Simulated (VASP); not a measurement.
# BN (I-4m2) in VASP: further runs

The runs below take BN through single point, with r2SCAN, HSE06.

All numbers are computed with VASP 6.6.1; they aren't measurements. Logs are shortened: lines on timing, memory, paths and dates and some standing lists are left out, and cuts for length are marked.

## (1) The cell of the first run

It takes space group I-4m2 (No. 119, tetragonal). Conventional cell: a = 2.552 Å, b = 2.552 Å, c = 3.537 Å, α = 90.00°, β = 90.00°, γ = 90.00°. B (site symmetry -4m2) has 4 N at 1.55 Å within 2.1 Å. N (site symmetry -4m2) has 4 B at 1.55 Å within 2.1 Å.

## (2) Single point, r2SCAN (uniaxial z strain -2.0%)

POSCAR

```
BN
1.0
    0.0000000000      1.8048254650      1.7687289557
    1.8048254650      0.0000000000      1.7687289557
    1.8048254650      1.8048254650      0.0000000000
B N
1 1
Direct
    0.0000000000      0.0000000000      0.0000000000
    0.2500000000      0.2500000000      0.2500000000
```

INCAR.step1

```
SYSTEM = BN
ALGO = Normal ; EDIFF = 1E-5
ENCUT = 1460 ; GGA = PE
GGA_COMPAT = .FALSE. ; ISMEAR = 0
LASPH = .TRUE. ; LCHARG = .FALSE.
LREAL = .FALSE. ; LWAVE = .TRUE.
NBANDS = 11 ; NELM = 120
PREC = Accurate ; SIGMA = 0.01
```

INCAR.step2

```
SYSTEM = BN
ALGO = Normal ; EDIFF = 1E-6
ENCUT = 1460 ; GGA_COMPAT = .FALSE.
ISIF = 2 ; ISMEAR = 0
ISTART = 1 ; LASPH = .TRUE.
LCHARG = .FALSE. ; LMIXTAU = .TRUE.
LREAL = .FALSE. ; LWAVE = .FALSE.
METAGGA = R2SCAN ; NBANDS = 11
NELM = 120 ; PREC = Accurate
SIGMA = 0.01
```

KPOINTS

```
k-points
0
G
  12 12 12
  0 0 0
```

Potentials or basis: VASP PAW PBE potentials, release 64 (B_h, N_h).

On the command line:

```console
$ cat potpaw_PBE.64/B_h/POTCAR potpaw_PBE.64/N_h/POTCAR > POTCAR
$ cp INCAR.step1 INCAR
$ mpirun -np 1 vasp_std > vasp.out
$ cp INCAR.step2 INCAR
$ mpirun -np 1 vasp_std > vasp.out
```

OUTCAR:

```text
SYSTEM = BN
   EDIFF = 1E-6
   ENCUT = 1460
   ISIF = 2
   ISMEAR = 0
   ISTART = 1
   LASPH = .TRUE.
   LREAL = .FALSE.
   METAGGA = R2SCAN
   NELM = 120
   PREC = Accurate

 ion  position               nearest neighbor table
   1  0.000  0.000  0.000-
   2  0.250  0.250  0.250-

  LATTYP: Found a body centered tetragonal cell.
 ALAT       =     2.5524086503
 C/A-ratio  =     1.3859292911

  Lattice vectors:

 A1 = (   0.0000000000,  -1.8048254650,  -1.7687289557)
 A2 = (   0.0000000000,   1.8048254650,  -1.7687289557)
 A3 = (   1.8048254650,   0.0000000000,   1.7687289557)

Analysis of symmetry for initial positions (statically):
=====================================================================
 Subroutine PRICEL returns:
 Original cell was already a primitive cell.

 Routine SETGRP: Setting up the symmetry group for a
 body centered tetragonal supercell.

 Subroutine GETGRP returns: Found  8 space group operations
 (whereof  8 operations were pure point group operations)
 out of a pool of 16 trial point group operations.

The static configuration has the point symmetry D_2d.

Analysis of symmetry for dynamics (positions and initial velocities):
=====================================================================
 Subroutine PRICEL returns:
 Original cell was already a primitive cell.

 Routine SETGRP: Setting up the symmetry group for a
 body centered tetragonal supercell.

 Subroutine GETGRP returns: Found  8 space group operations
 (whereof  8 operations were pure point group operations)
 out of a pool of 16 trial point group operations.

The dynamic configuration has the point symmetry D_2d.

 Subroutine INISYM returns: Found  8 space group operations
 (whereof  8 operations are pure point group operations),
 and found     1 'primitive' translations

----------------------------------------------------------------------------------------

                                     Primitive cell

  volume of cell :      11.5229

  direct lattice vectors                    reciprocal lattice vectors
     0.000000000  1.804825465  1.768728956    -0.277035098  0.277035098  0.282688876
     1.804825465  0.000000000  1.768728956     0.277035098 -0.277035098  0.282688876
     1.804825465  1.804825465  0.000000000     0.277035098  0.277035098 -0.282688876

  length of vectors
     2.527013470  2.527013470  2.552408650     0.483125131  0.483125131  0.483125131

  position of ions in fractional coordinates (direct lattice)
     0.000000000  0.000000000  0.000000000
     0.250000000  0.250000000  0.250000000

  ion indices of the primitive-cell ions
   primitive index   ion index
                 1           1
                 2           2

----------------------------------------------------------------------------------------

 KPOINTS: k-points

Automatic generation of k-mesh.
 Grid dimensions read from file:
 generate k-points for:   12   12   12

 Generating k-lattice:

  Cartesian coordinates                     Fractional coordinates (reciprocal lattice)
    -0.023086258  0.023086258  0.023557406     0.083333333  0.000000000  0.000000000
     0.023086258 -0.023086258  0.023557406     0.000000000  0.083333333  0.000000000
     0.023086258  0.023086258 -0.023557406     0.000000000  0.000000000  0.083333333

  Length of vectors
     0.040260428  0.040260428  0.040260428

  Shift w.r.t. Gamma in fractional coordinates (k-lattice)
     0.000000000  0.000000000  0.000000000

 Subroutine IBZKPT returns following result:
 ===========================================

 Found    163 irreducible k-points:

 Following reciprocal coordinates:
            Coordinates               Weight
  0.000000  0.000000  0.000000      1.000000
  0.083333  0.000000  0.000000      8.000000
  0.166667  0.000000  0.000000      8.000000
  0.250000  0.000000  0.000000      8.000000
  0.333333  0.000000  0.000000      8.000000
  0.416667  0.000000  0.000000      8.000000
[... 16 lines left out ...]
  0.500000  0.166667  0.000000      8.000000
 -0.416667  0.166667  0.000000      8.000000
 [... further k-points ...]
   k-points           NKPTS =    163   k-points in BZ     NKDIM =    163   number of bands    NBANDS=     11
   number of dos      NEDOS =    301   number of ions     NIONS =      2
   total plane-waves  NPLWV =  32768
   dimension x,y,z NGX =    32 NGY =   32 NGZ =   32
   dimension x,y,z NGXF=    64 NGYF=   64 NGZF=   64
   ions per type =               1   1
   NGX,Y,Z   is equivalent  to a cutoff of  21.05, 21.05, 20.84 a.u.
   NGXF,Y,Z  is equivalent  to a cutoff of  42.10, 42.10, 41.69 a.u.
 SYSTEM =  BN
   PREC   = accura    normal or accurate (medium, high low for compatibility)
   ISTART =      1    job   : 0-new  1-cont  2-samecut
   ICHARG =      0    charge: 1-file 2-atom 10-const
   ISPIN  =      1    spin polarized calculation?
   LNONCOLLINEAR =      F non collinear calculations
   LSORBIT =      F    spin-orbit coupling
   LASPH  =      T    aspherical Exc in radial PAW
   ENCUT  = 1460.0 eV 107.31 Ry   10.36 a.u.   7.87  7.87  7.95*2*pi/ulx,y,z
   NELM   =    120;   NELMIN=  2; NELMDL=  0     # of ELM steps
   EDIFF  = 0.1E-05   stopping-criterion for ELM
   LREAL  =      F    real-space projection
   EDIFFG = 0.1E-04   stopping-criterion for IOM
   NSW    =      0    number of steps for IOM
   IBRION =     -1    ionic relax: 0-MD 1-quasi-New 2-CG
   NFREE  =      0    steps in history (QN), initial steepest desc. (CG)
   ISIF   =      2    stress and relaxation
   ISYM   =      2    0-nonsym 1-usesym 2-fastsym
   POTIM  = 0.5000    time-step for ionic-motion
   TEBEG  =    0.0;   TEEND  =   0.0 temperature during run
   PSTRESS=    0.0 pullay stress
   NELECT =       8.0000    total number of electrons
   NUPDOWN=      -1.0000    fix difference up-down
   EMIN   =  10.00;   EMAX   =-10.00  energy-range for DOS
   EFERMI =   0.00;   METHOD = LEGACY
   ISMEAR =     0;   SIGMA  =   0.01  broadening in eV -4-tet -1-fermi 0-gaus
   EFERMI_NEDOS =   21; number of points for ismear=-14 and -15
   IALGO  =     38    algorithm
   IMIX   =      4    mixing-type and parameters
     AMIX     =   0.40;   BMIX     =  1.00
     AMIX_MAG =   1.60;   BMIX_MAG =  1.00
  volume/ion in A,a.u.               =       5.76        38.88
  Fermi-wavevector in a.u.,A,eV,Ry     =   1.449609  2.739364 28.590830  2.101367
  Thomas-Fermi vector in A             =   2.567316
   LORBIT       =      0    0 simple, 1 ext, 2 COOP (PROOUT), +10 PAW based schemes
   METAGGA = R2SCAN    functional components
   LHFCALC =     F    Hartree Fock is set to
   AEXX    =    0.0000 exact exchange contribution
   IVDW    =     0    specifies the selected vdW correction
   LEPSILON=     F    determine dielectric tensor
   LRPA    =     F    only Hartree local field effects (RPA)
 non-spin polarized calculation
 Gauss-broadening in eV      SIGMA  =   0.01
  energy-cutoff  :     1460.00
  volume of cell :       11.52
 maximum number of plane-waves:      1484
   NGX = 15   NGY = 15   NGZ = 15

 number of electron       8.0000000 magnetization

 Free energy of the ion-electron system (eV)
  ---------------------------------------------------
  ext. energy  EPLUGINS =         0.00000000
  ---------------------------------------------------
  free energy    TOTEN  =       -19.19197901 eV

  energy without entropy =      -19.19197901  energy(sigma->0) =      -19.19197901

 E-fermi :   9.4517     XC(G=0): -13.8894

 val. band max:        9.4042743578   @ k =   0.0000   0.0000   0.0000
 cond. band min:      14.0532257139   @ k =   0.5000   0.5000   0.0000
 fundamental gap:      4.6489513561
 Fermi energy:         9.4517401036

 k-point     1 :       0.0000    0.0000    0.0000
  band No.  band energies     occupation
      1     -12.2989      2.00000
      2       9.2048      2.00000
      3       9.2048      2.00000
      4       9.4043      2.00000
      5      18.8496      0.00000
      6      18.9972      0.00000
      7      18.9972      0.00000
      8      20.7605      0.00000
      9      35.9086      0.00000
     10      37.7415      0.00000
     11      38.7511      0.00000

 k-point     2 :       0.0833    0.0000    0.0000
  band No.  band energies     occupation
      1     -12.1204      2.00000
      2       8.2979      2.00000
      3       9.0057      2.00000
      4       9.1640      2.00000
      5      19.0896      0.00000
      6      19.2882      0.00000
      7      19.3078      0.00000
      8      21.3323      0.00000
      9      35.6266      0.00000
     10      35.7578      0.00000
     11      36.4974      0.00000

 k-point     3 :       0.1667    0.0000    0.0000
  band No.  band energies     occupation
      1     -11.5920      2.00000
      2       6.0776      2.00000
      3       8.5200      2.00000
      4       8.7133      2.00000
      5      19.4922      0.00000
      6      19.9513      0.00000
      7      19.9697      0.00000
      8      22.7298      0.00000
      9      34.2399      0.00000
     10      34.6230      0.00000
     11      35.1800      0.00000

 k-point     4 :       0.2500    0.0000    0.0000
  band No.  band energies     occupation
      1     -10.7394      2.00000
      2       3.4609      2.00000
      3       7.9569      2.00000
      4       8.1984      2.00000
      5      19.8103      0.00000
      6      20.5469      0.00000
      7      20.6583      0.00000
      8      24.1629      0.00000
      9      33.9815      0.00000
     10      34.0854      0.00000
     11      34.6404      0.00000

 k-point     5 :       0.3333    0.0000    0.0000
  band No.  band energies     occupation
      1      -9.6320      2.00000
      2       0.9300      2.00000
      3       7.4747      2.00000
      4       7.7597      2.00000
      5      20.0476      0.00000
      6      20.8010      0.00000
      7      21.0562      0.00000
      8      25.1986      0.00000
      9      34.1530      0.00000
     10      35.0380      0.00000
     11      35.1849      0.00000
[... 211 lines left out ...]
 k-point    21 :       0.3333    0.1667    0.0000
  band No.  band energies     occupation
      1      -9.7566      2.00000
      2       2.7703      2.00000
      3       6.1854      2.00000
      4       6.7575      2.00000
      5      18.0050      0.00000
      6      22.7515      0.00000
      7      23.1325      0.00000
      8      23.2068      0.00000
      9      30.4575      0.00000
     10      37.9125      0.00000
     11      38.8277      0.00000

 k-point    22 :       0.4167    0.1667    0.0000
  band No.  band energies     occupation
      1      -8.6361      2.00000
      2       0.5516      2.00000
      3       5.9727      2.00000
      4       6.1151      2.00000
      5      18.3941      0.00000
      6      22.9838      0.00000
      7      23.2315      0.00000
      8      24.0704      0.00000
      9      31.3944      0.00000
     10      37.6760      0.00000
     11      39.4198      0.00000

 k-point    23 :       0.5000    0.1667    0.0000
  band No.  band energies     occupation
      1      -7.6474      2.00000
      2      -1.0552      2.00000
      3       5.5102      2.00000
      4       6.0378      2.00000
      5      18.7264      0.00000
      6      22.9236      0.00000
      7      22.9351      0.00000
      8      25.5763      0.00000
      9      31.6772      0.00000
     10      37.8620      0.00000
     11      38.6771      0.00000

 k-point    24 :      -0.4167    0.1667    0.0000
  band No.  band energies     occupation
      1      -7.5014      2.00000
      2      -1.2744      2.00000
      3       5.0779      2.00000
      4       6.3680      2.00000
      5      19.1705      0.00000
      6      22.5218      0.00000
      7      22.7771      0.00000
      8      26.4568      0.00000
      9      31.8012      0.00000
     10      36.1467      0.00000
     11      38.0700      0.00000

 [... further k-points ...]

------------------------ aborting loop because EDIFF is reached ----------------------------------------

  FORCE on cell =-STRESS in cart. coord.  units (eV):
  Direction    XX          YY          ZZ          XY          YZ          ZX
  --------------------------------------------------------------------------------------
  -------------------------------------------------------------------------------------
  Total        0.2451764      0.2451764      1.1795677      0.0000000      0.0000000      0.0000000
  in kB       34.0900399     34.0900399    164.0105435      0.0000000      0.0000000      0.0000000
  external PRESSURE =      77.3968745 kB  Pullay stress =       0.0000000 kB

 VOLUME and BASIS-vectors are now :
 -----------------------------------------------------------------------------
  energy-cutoff  :     1460.00
  volume of cell :       11.52
      direct lattice vectors                 reciprocal lattice vectors
     0.000000000  1.804825465  1.768728956    -0.277035098  0.277035098  0.282688876
     1.804825465  0.000000000  1.768728956     0.277035098 -0.277035098  0.282688876
     1.804825465  1.804825465  0.000000000     0.277035098  0.277035098 -0.282688876

 POSITION                                       TOTAL-FORCE (eV/Angst)
 -----------------------------------------------------------------------------------
      0.00000      0.00000      0.00000        -0.000000     -0.000000      0.000000
      0.90241      0.90241      0.88436         0.000000      0.000000      0.000000
 -----------------------------------------------------------------------------------
    total drift:                               -0.000000     -0.000000     -0.000000

  FREE ENERGIE OF THE ION-ELECTRON SYSTEM (eV)
  ---------------------------------------------------
  free  energy   TOTEN  =       -19.1919790128 eV

  energy  without entropy=      -19.1919790128  energy(sigma->0) =      -19.19197901
```

Wall time 2.3 min (1 thread of Intel Xeon Platinum 8375C at 2.90GHz (Ice Lake), shared host); peak memory 0.24 GiB.

Results:

* Free energy: -19.1920 eV
* Pressure: 7.7 GPa
* Band gap on the k mesh: 4.65 eV (least direct gap 9.45 eV)

Stress tensor (GPa, compression positive):
```
 3.41  0.00  0.00
 0.00  3.41  0.00
 0.00  0.00 16.40
```

Caveat: the cell differs from its parent crystal (uniaxial z strain -2.0%); the stress differs along the axes, from 3 to 16 GPa; the PAW data sets were made with another functional, which shifts forces and pressure a little. A k mesh can miss the band edges.

## (3) Single point, HSE06 (uniaxial z strain -2.0%)

POSCAR is that of step 2.

INCAR.step1

```
SYSTEM = BN
ALGO = Normal ; EDIFF = 1E-5
ENCUT = 520 ; GGA = PE
ISIF = 2 ; ISMEAR = 0
LASPH = .True. ; LCHARG = .False.
LREAL = .False. ; LWAVE = .True.
NBANDS = 11 ; NELM = 60
PREC = Accurate ; SIGMA = 0.01
```

INCAR.step2

```
SYSTEM = BN
ALGO = Normal ; EDIFF = 1E-6
ENCUT = 520 ; GGA = PE
HFSCREEN = 0.2079 ; ISIF = 2
ISMEAR = 0 ; ISTART = 1
LASPH = .True. ; LCHARG = .False.
LHFCALC = .True. ; LREAL = .False.
LWAVE = .False. ; NBANDS = 11
NELM = 60 ; PREC = Accurate
PRECFOCK = Normal ; SIGMA = 0.01
```

KPOINTS

```
k-points
0
Gamma
  8 8 8
  0 0 0
```

Potentials or basis: VASP PAW PBE potentials, release 64 (B, N).

On the command line:

```console
$ cat potpaw_PBE.64/B/POTCAR potpaw_PBE.64/N/POTCAR > POTCAR
$ cp INCAR.step1 INCAR
$ mpirun -np 1 vasp_std > vasp.out
$ cp INCAR.step2 INCAR
$ mpirun -np 1 vasp_std > vasp.out
```

Run time: 9 min. Hardware: 1 thread of Intel Xeon 6975P-C (Granite Rapids), shared host; peak memory 0.23 GiB.

The run converged. Its results:

- Free energy: -20.3204 eV
- Pressure: 4.3 GPa
- Band gap on the k mesh: 5.43 eV (least direct gap 10.45 eV)

Stress tensor (GPa, compression positive):
```
-0.05  0.00  0.00
 0.00 -0.05  0.00
 0.00  0.00 12.90
```

Levels at points of the mesh, in eV from the valence-band top:
| k point | band 1 | band 2 | band 3 | band 4 | band 5 | band 6 | band 7 | band 8 |
| --- | --- | --- | --- | --- | --- | --- | --- | --- |
| (0.00, 0.00, 0.00) | -22.53 | -0.20 | -0.20 | 0.00 | 10.45 | 10.60 | 10.60 | 12.42 |
| (0.50, 0.00, 0.00) | -17.88 | -12.00 | -2.45 | -2.12 | 11.86 | 12.39 | 12.84 | 17.51 |
| (0.50, 0.50, 0.00) | -16.20 | -9.86 | -5.77 | -5.77 | 5.43 | 10.42 | 20.75 | 20.75 |
| (0.50, 0.00, 0.50) | -16.45 | -10.18 | -5.48 | -5.46 | 5.80 | 10.91 | 20.52 | 20.86 |

Caveat: the cell differs from its parent crystal (uniaxial z strain -2.0%); the stress differs along the axes, from -0 to 13 GPa; the PAW data sets were made with another functional, which shifts forces and pressure a little. A k mesh can miss the band edges.

## (4) Single point, HSE06 (uniaxial z strain +2.0%)

POSCAR

```
BN
1.0
    0.0000000000      1.8048254650      1.8409219743
    1.8048254650      0.0000000000      1.8409219743
    1.8048254650      1.8048254650      0.0000000000
B N
1 1
Direct
    0.0000000000      0.0000000000      0.0000000000
    0.2500000000      0.2500000000      0.2500000000
```

INCAR.step1

```
SYSTEM = BN
ALGO = Normal
EDIFF = 1E-5
ENCUT = 520
GGA = PE
ISIF = 2
ISMEAR = 0
LASPH = .TRUE.
LREAL = .FALSE.
LWAVE = .TRUE.
NBANDS = 11
NELM = 100
PREC = Accurate
SIGMA = 0.01
```

INCAR.step2

```
SYSTEM = BN
ALGO = Normal
EDIFF = 1E-7
ENCUT = 520
GGA = PE
HFSCREEN = 0.2079
ISIF = 2
ISMEAR = 0
ISTART = 1
LASPH = .TRUE.
LCHARG = .TRUE.
LELF = .TRUE.
LHFCALC = .TRUE.
LREAL = .FALSE.
LVHAR = .TRUE.
LWAVE = .FALSE.
NBANDS = 11
NELM = 100
PREC = Accurate
PRECFOCK = Normal
SIGMA = 0.01
```

KPOINTS

```
k-points
0
G
  8 8 8
  0 0 0
```

On the command line:

```console
$ cat potpaw_PBE.64/B/POTCAR potpaw_PBE.64/N/POTCAR > POTCAR
$ cp INCAR.step1 INCAR
$ mpirun -np 1 vasp_std > vasp.out
$ cp INCAR.step2 INCAR
$ mpirun -np 1 vasp_std > vasp.out
```

Run time: 26 min. Hardware: 1 thread of Intel Xeon 8259CL, shared host; peak memory 0.23 GiB.

The run converged. Its results:

```
Free energy            : -20.3101 eV
Pressure               : -11.4 GPa
Band gap on the k mesh : 5.57 eV (least direct gap 10.36 eV)
```

Stress tensor (GPa, compression positive):
```
 -7.08   0.00   0.00
  0.00  -7.08   0.00
  0.00   0.00 -20.03
```

Levels at points of the mesh, in eV from the valence-band top:
| k point | band 1 | band 2 | band 3 | band 4 | band 5 | band 6 | band 7 | band 8 |
| --- | --- | --- | --- | --- | --- | --- | --- | --- |
| (0.00, 0.00, 0.00) | -21.99 | -0.20 | 0.00 | 0.00 | 10.36 | 10.36 | 10.50 | 11.79 |
| (0.50, 0.00, 0.00) | -17.54 | -11.55 | -2.30 | -1.98 | 11.40 | 12.39 | 12.47 | 17.15 |
| (0.50, 0.50, 0.00) | -16.24 | -9.93 | -5.11 | -5.11 | 5.92 | 10.89 | 20.10 | 20.10 |
| (0.50, 0.00, 0.50) | -16.00 | -9.63 | -5.40 | -5.38 | 5.57 | 10.42 | 19.98 | 20.30 |

Caveat: the cell differs from its parent crystal (uniaxial z strain +2.0%); the stress differs along the axes, from -20 to -7 GPa; the PAW data sets were made with another functional, which shifts forces and pressure a little. A k mesh can miss the band edges.

## (5) The runs side by side

| level | potentials or basis | cell | k mesh | cutoff (eV) | grid for exact exchange (PRECFOCK) | share of exact exchange | screening parameter | gap on the mesh (eV) | pressure (GPa) |
| --- | --- | --- | --- | --- | --- | --- | --- | --- | --- |
| r2SCAN | VASP PAW PBE potentials, release 64 (B_h, N_h) | a = 2.527, b = 2.527, c = 2.552 Å, angles 59.7, 59.7, 60.7°, 2 atoms | 12 × 12 × 12 | 1460 | - | - | - | 4.65 | 7.7 |
| HSE06 | VASP PAW PBE potentials, release 64 (B, N) | a = 2.527, b = 2.527, c = 2.552 Å, angles 59.7, 59.7, 60.7°, 2 atoms | 8 × 8 × 8 | 520 | Normal | 0.25 | 0.2079 1/Å | 5.43 | 4.3 |
| HSE06 | VASP PAW PBE potentials, release 64 (B, N) | a = 2.578, b = 2.578, c = 2.552 Å, angles 60.3, 60.3, 59.3°, 2 atoms | 8 × 8 × 8 | 520 | Normal | 0.25 | 0.2079 1/Å | 5.57 | -11.4 |

Alike in all rows: task single point; no spin polarisation; smearing gaussian 0.01 eV.

Caveats: the PAW data sets were made with another functional, which shifts forces and pressure a little; the stress differs along the axes, from 3 to 16 GPa (at least some runs); the stress differs along the axes, from -0 to 13 GPa (at least some runs); the stress differs along the axes, from -20 to -7 GPa (at least some runs).

Absolute energies hang on the potentials; compare differences alone.
